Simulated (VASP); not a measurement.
# BN (P1) in VASP: single point with PBEsol

Aim: the single point of BN with PBEsol.

Program: VASP 6.6.1. These are calculated values, not measurements. Logs are shortened: lines on timing, memory, paths and dates and some standing lists are left out, and cuts for length are marked.

### 1 The cell of the first run

The typed cell holds 24 atoms: a = 5.105 Å, b = 5.105 Å, c = 7.657 Å, α = 60.00°, β = 60.00°, γ = 60.00°.

### 2 Single point, PBEsol

The input, INCAR:

```
SYSTEM = BN
ALGO = Normal
EDIFF = 1E-6
ENCUT = 520
GGA = PS
ISIF = 2
ISMEAR = -1
LASPH = .True.
LCHARG = .False.
LREAL = Auto
LWAVE = .False.
NBANDS = 66
NELM = 60
PREC = Accurate
SIGMA = 0.112
```

The input, KPOINTS:

```
k-points
0
Gamma
  4 4 2
  0 0 0
```

The input, POSCAR:

```
BN
1.0
    0.0000000000      3.6096491085      3.6096491085
    3.6096491085      0.0000000000      3.6096491085
    5.4144736627      5.4144736627      0.0000000000
B N
12 12
Direct
   -0.0148849648     -0.0090409065      0.0054150231
   -0.0051381726     -0.0001401798      0.3528603368
   -0.0337959442      0.0136524350      0.6720375288
    0.0401140099      0.4835604369     -0.0015189842
   -0.0128126027      0.5094226460      0.3323606526
   -0.0078887169      0.5009648987      0.6627851059
    0.5074200968     -0.0259106903      0.0097160875
    0.5006801065     -0.0241587194      0.3496300135
    0.4825341599     -0.0373928313      0.6634009552
    0.5023941235      0.5061798100      0.0015383767
    0.4895653142      0.4902800651      0.3421451678
    0.4879572632      0.4658545608      0.6782261266
    0.1295641172      0.1021982993      0.0920573321
    0.1093302945      0.1349014781      0.4149300818
    0.1242731597      0.1042983649      0.7550646203
    0.1355989143      0.6341177303      0.0886220028
    0.1152825351      0.6000573560      0.4322819993
    0.1001784354      0.6270853293      0.7592520079
    0.6058478080      0.1234668486      0.0979766517
    0.6040067703      0.1155285424      0.4321717393
    0.5919549064      0.1127534804      0.7527787102
    0.6466538519      0.6277949551      0.0683267706
    0.6191243062      0.6025332199      0.4280612751
    0.6417190232      0.5731791201      0.7516877454
```

Potentials or basis: VASP PAW PBE potentials, release 64 (B, N).

Launch:

```sh
> cat potpaw_PBE.64/B/POTCAR potpaw_PBE.64/N/POTCAR > POTCAR
> mpirun -np 1 vasp_std > vasp.out
```

OUTCAR:

```text
SYSTEM = BN
   EDIFF = 1E-6
   ENCUT = 520
   GGA = PS
   ISIF = 2
   ISMEAR = -1
   LASPH = .True.
   LREAL = Auto
   NELM = 60
   PREC = Accurate

 ion  position               nearest neighbor table
   1  0.985  0.991  0.005-  16 1.50  15 1.57  19 1.58  13 1.61
   2  0.995  1.000  0.353-  14 1.43  20 1.63  13 1.64  17 1.67
   3  0.966  0.014  0.672-  15 1.57  21 1.57  14 1.61  18 1.61
   4  0.040  0.484  0.998-  18 1.52  16 1.60  13 1.60  22 1.64
   5  0.987  0.509  0.332-  16 1.53  23 1.54  17 1.54  14 1.56
   6  0.992  0.501  0.663-  17 1.44  24 1.47  18 1.58  15 1.65
[... 16 lines left out ...]
  23  0.619  0.603  0.428-   5 1.54  11 1.55   8 1.56  12 1.57
  24  0.642  0.573  0.752-   6 1.47  12 1.55  10 1.58   9 1.63

  LATTYP: Found a face centered orthorhombic cell.
 ALAT       =     5.1048147246
 B/A-ratio  =     1.7320508076
 C/A-ratio  =     2.4494897428

  Lattice vectors:

 A1 = (   5.4144736627,   5.4144736627,   0.0000000000)
 A2 = (   1.8048245542,   5.4144736627,  -3.6096491085)
 A3 = (   0.0000000000,   3.6096491085,   3.6096491085)

Analysis of symmetry for initial positions (statically):
=====================================================================
 Subroutine PRICEL returns:
 Original cell was already a primitive cell.

 Routine SETGRP: Setting up the symmetry group for a
 face centered orthorhombic supercell.

 Subroutine GETGRP returns: Found  1 space group operations
 (whereof  1 operations were pure point group operations)
 out of a pool of  8 trial point group operations.

The static configuration has the point symmetry C_1 .

Analysis of symmetry for dynamics (positions and initial velocities):
=====================================================================
 Subroutine PRICEL returns:
 Original cell was already a primitive cell.

 Routine SETGRP: Setting up the symmetry group for a
 face centered orthorhombic supercell.

 Subroutine GETGRP returns: Found  1 space group operations
 (whereof  1 operations were pure point group operations)
 out of a pool of  8 trial point group operations.

The dynamic configuration has the point symmetry C_1 .

 Subroutine INISYM returns: Found  1 space group operations
 (whereof  1 operations are pure point group operations),
 and found     1 'primitive' translations

----------------------------------------------------------------------------------------

                                     Primitive cell

  volume of cell :     141.0965

  direct lattice vectors                    reciprocal lattice vectors
     0.000000000  3.609649109  3.609649109    -0.138517619  0.138517619  0.138517619
     3.609649109  0.000000000  3.609649109     0.138517619 -0.138517619  0.138517619
     5.414473663  5.414473663  0.000000000     0.092345079  0.092345079 -0.092345079

  length of vectors
     5.104814725  5.104814725  7.657222087     0.239919554  0.239919554  0.159946369

  position of ions in fractional coordinates (direct lattice)
     0.985115035  0.990959094  0.005415023
     0.994861827  0.999859820  0.352860337
     0.966204056  0.013652435  0.672037529
     0.040114010  0.483560437  0.998481016
     0.987187397  0.509422646  0.332360653
     0.992111283  0.500964899  0.662785106
[... 16 lines left out ...]
     0.619124306  0.602533220  0.428061275
     0.641719023  0.573179120  0.751687745

  ion indices of the primitive-cell ions
   primitive index   ion index
                 1           1
                 2           2
                 3           3
                 4           4
                 5           5
                 6           6
[... 41 lines left out ...]
|                                                                             |
|           W    W    AA    RRRRR   N    N  II  N    N   GGGG   !!!           |
|           W    W   A  A   R    R  NN   N  II  NN   N  G    G  !!!           |
|           W    W  A    A  R    R  N N  N  II  N N  N  G       !!!           |
|           W WW W  AAAAAA  RRRRR   N  N N  II  N  N N  G  GGG   !            |
|           WW  WW  A    A  R   R   N   NN  II  N   NN  G    G                |
|           W    W  A    A  R    R  N    N  II  N    N   GGGG   !!!           |
|                                                                             |
|     Your reciprocal lattice and k-lattice belong to different lattice       |
|     classes:                                                                |
|                                                                             |
|        The reciprocal lattice is body-centered orthorhombic,                |
|        whereas your k-lattice is base-centered monoclinic.                  |
|                                                                             |
|     Results are often still useful ...                                      |
|                                                                             |
 -----------------------------------------------------------------------------

 WARNING: IBZKPT: internal override: KBLOWUP is changed to .FALSE.
      ... skipping the blow-up phase ...

 Subroutine IBZKPT returns following result:
 ===========================================

 Found     20 irreducible k-points:

 Following reciprocal coordinates:
            Coordinates               Weight
  0.000000  0.000000  0.000000      1.000000
  0.250000  0.000000  0.000000      2.000000
  0.500000  0.000000  0.000000      1.000000
  0.000000  0.250000  0.000000      2.000000
  0.250000  0.250000  0.000000      2.000000
  0.500000  0.250000  0.000000      2.000000
[... 12 lines left out ...]
  0.250000  0.500000  0.500000      2.000000
  0.500000  0.500000  0.500000      1.000000
   k-points           NKPTS =     20   k-points in BZ     NKDIM =     20   number of bands    NBANDS=     66
   number of dos      NEDOS =    301   number of ions     NIONS =     24
   total plane-waves  NPLWV =  96000
   dimension x,y,z NGX =    40 NGY =   40 NGZ =   60
   dimension x,y,z NGXF=    80 NGYF=   80 NGZF=  120
   ions per type =              12  12
   NGX,Y,Z   is equivalent  to a cutoff of  13.03, 13.03, 13.03 a.u.
   NGXF,Y,Z  is equivalent  to a cutoff of  26.05, 26.05, 26.05 a.u.
 SYSTEM =  BN
   PREC   = accura    normal or accurate (medium, high low for compatibility)
   ISTART =      0    job   : 0-new  1-cont  2-samecut
   ICHARG =      2    charge: 1-file 2-atom 10-const
   ISPIN  =      1    spin polarized calculation?
   LNONCOLLINEAR =      F non collinear calculations
   LSORBIT =      F    spin-orbit coupling
   LASPH  =      T    aspherical Exc in radial PAW
   ENCUT  =  520.0 eV  38.22 Ry    6.18 a.u.   9.49  9.49 14.24*2*pi/ulx,y,z
   NELM   =     60;   NELMIN=  2; NELMDL= -5     # of ELM steps
   EDIFF  = 0.1E-05   stopping-criterion for ELM
   LREAL  =      T    real-space projection
   EDIFFG = 0.1E-04   stopping-criterion for IOM
   NSW    =      0    number of steps for IOM
   IBRION =     -1    ionic relax: 0-MD 1-quasi-New 2-CG
   NFREE  =      0    steps in history (QN), initial steepest desc. (CG)
   ISIF   =      2    stress and relaxation
   ISYM   =      2    0-nonsym 1-usesym 2-fastsym
   POTIM  = 0.5000    time-step for ionic-motion
   TEBEG  =    0.0;   TEEND  =   0.0 temperature during run
   PSTRESS=    0.0 pullay stress
   NELECT =      96.0000    total number of electrons
   NUPDOWN=      -1.0000    fix difference up-down
   EMIN   =  10.00;   EMAX   =-10.00  energy-range for DOS
   EFERMI =   0.00;   METHOD = LEGACY
   ISMEAR =    -1;   SIGMA  =   0.11  broadening in eV -4-tet -1-fermi 0-gaus
   EFERMI_NEDOS =   21; number of points for ismear=-14 and -15
   IALGO  =     38    algorithm
   IMIX   =      4    mixing-type and parameters
     AMIX     =   0.40;   BMIX     =  1.00
     AMIX_MAG =   1.60;   BMIX_MAG =  1.00
  volume/ion in A,a.u.               =       5.88        39.67
  Fermi-wavevector in a.u.,A,eV,Ry     =   1.439881  2.720980 28.208365  2.073256
  Thomas-Fermi vector in A             =   2.558687
   LORBIT       =      0    0 simple, 1 ext, 2 COOP (PROOUT), +10 PAW based schemes
   GGA     = PS    functional components
   LHFCALC =     F    Hartree Fock is set to
   AEXX    =    0.0000 exact exchange contribution
   IVDW    =     0    specifies the selected vdW correction
   LEPSILON=     F    determine dielectric tensor
   LRPA    =     F    only Hartree local field effects (RPA)
 non-spin polarized calculation
  energy-cutoff  :      520.00
  volume of cell :      141.10
 maximum number of plane-waves:      3876
 NGX is ok and might be reduce to    40
   NGX = 19   NGY = 19   NGZ = 29

 number of electron      96.0000000 magnetization

 Free energy of the ion-electron system (eV)
  ---------------------------------------------------
  ext. energy  EPLUGINS =         0.00000000
  ---------------------------------------------------
  free energy    TOTEN  =      -216.54427194 eV

  energy without entropy =     -216.54427192  energy(sigma->0) =     -216.54427193

 E-fermi :   9.5332     XC(G=0): -13.0451

 val. band max:        7.6408225317   @ k =   0.0000   0.0000   0.0000
 cond. band min:      11.3893461175   @ k =   0.0000   0.0000   0.5000
 fundamental gap:      3.7485235859
 Fermi energy:         9.5331932749

 k-point     1 :       0.0000    0.0000    0.0000
  band No.  band energies     occupation
      1     -12.9476      2.00000
      2     -10.5532      2.00000
      3     -10.2076      2.00000
      4      -8.8003      2.00000
      5      -8.7014      2.00000
      6      -8.5766      2.00000
[... 1249 lines left out ...]
     59      16.7011      0.00000
     60      16.9225      0.00000
 [bands above 60 left out]

------------------------ aborting loop because EDIFF is reached ----------------------------------------

  FORCE on cell =-STRESS in cart. coord.  units (eV):
  Direction    XX          YY          ZZ          XY          YZ          ZX
  --------------------------------------------------------------------------------------
  -------------------------------------------------------------------------------------
  Total        3.3756235      2.4230671      2.7538210      0.7137106     -1.1211425     -0.6965147
  in kB       38.3308428     27.5143845     31.2701576      8.1043191    -12.7307849     -7.9090563
  external PRESSURE =      32.3717950 kB  Pullay stress =       0.0000000 kB

 VOLUME and BASIS-vectors are now :
 -----------------------------------------------------------------------------
  energy-cutoff  :      520.00
  volume of cell :      141.10
      direct lattice vectors                 reciprocal lattice vectors
     0.000000000  3.609649109  3.609649109    -0.138517619  0.138517619  0.138517619
     3.609649109  0.000000000  3.609649109     0.138517619 -0.138517619  0.138517619
     5.414473663  5.414473663  0.000000000     0.092345079  0.092345079 -0.092345079

 POSITION                                       TOTAL-FORCE (eV/Angst)
 -----------------------------------------------------------------------------------
      3.60633      3.58524      7.13293         1.243630      0.579660      1.985770
      5.51970      5.50166      7.20025        -3.285464     -2.892365     -1.668375
      3.68801      7.12639      3.53694        -1.302188      1.114650     -0.412776
      7.15173      5.55105      1.89028         1.196701     -1.970086     -2.723322
      3.63840      5.36296      5.40224        -0.517716      1.739853     -0.569565
      5.39694      7.16981      5.38948         0.071952      3.505969     -1.829526
[... 16 lines left out ...]
      4.49266      4.55255      4.40975         0.493131     -1.637406      0.848562
      6.13897      6.38637      4.38536         3.817643     -2.735509     -0.173855
 -----------------------------------------------------------------------------------
    total drift:                                0.001843     -0.001404      0.000192

  FREE ENERGIE OF THE ION-ELECTRON SYSTEM (eV)
  ---------------------------------------------------
  free  energy   TOTEN  =      -216.5442719397 eV

  energy  without entropy=     -216.5442719160  energy(sigma->0) =     -216.54427193
```

Wall time 5.1 min (1 thread of Intel Xeon 6975P-C (Granite Rapids), shared host); peak memory 0.34 GiB.

What came out:

```
Free energy            : -216.5443 eV
Pressure               : 3.2 GPa
Largest force          : 4.735 eV/Å
Band gap on the k mesh : 3.75 eV (least direct gap 3.89 eV)
```

Forces on the atoms (eV/Å):
```
B    1.244  0.580  1.986
B   -3.285 -2.892 -1.668
B   -1.302  1.115 -0.413
B    1.197 -1.970 -2.723
B   -0.518  1.740 -0.570
B    0.072  3.506 -1.830
B    1.531 -2.490  0.748
B    0.192 -2.596  0.418
B    2.885  2.784  0.844
B   -1.489  1.130 -0.548
B   -0.737 -0.238  0.210
B    0.763 -1.157  1.017
N    1.640 -0.388  0.724
N    0.868  3.008 -0.200
N    0.977 -1.840 -1.309
N   -1.883 -1.287 -2.298
N    0.275 -1.926  3.691
N   -2.382  0.571  1.883
N   -1.926  0.925  0.631
N   -2.726 -0.219  1.590
N   -0.574  2.714  0.419
N    0.870  3.306 -3.277
N    0.493 -1.637  0.849
N    3.818 -2.736 -0.174
```

Levels at points of the mesh, in eV from the valence-band top:
```tsv
k point	band 45	band 46	band 47	band 48	band 49	band 50	band 51	band 52
(0.00, 0.00, 0.00)	-1.30	-0.16	-0.10	0.00	3.89	5.33	5.45	5.60
(0.50, 0.00, 0.00)	-1.51	-1.35	-1.05	-0.91	5.94	6.20	6.84	6.93
(0.00, 0.50, 0.00)	-1.53	-1.20	-1.05	-0.97	5.82	6.10	6.72	7.06
(0.50, 0.50, 0.00)	-2.07	-1.99	-1.17	-0.90	6.00	6.21	6.92	6.95
(0.00, 0.00, 0.50)	-0.97	-0.78	-0.54	-0.46	3.75	3.97	5.56	5.72
(0.50, 0.00, 0.50)	-2.08	-1.77	-1.59	-1.25	6.46	6.62	6.83	7.01
(0.00, 0.50, 0.50)	-1.96	-1.93	-1.56	-1.25	6.39	6.62	7.01	7.13
(0.50, 0.50, 0.50)	-1.84	-1.74	-1.21	-0.75	6.22	6.53	7.40	7.71
```

Caveat: the k points lie up to 0.50 Å⁻¹ apart; the atoms stand as in a frame of molecular dynamics; the PAW data sets were made with another functional, which shifts forces and pressure a little. A k mesh can miss the band edges.
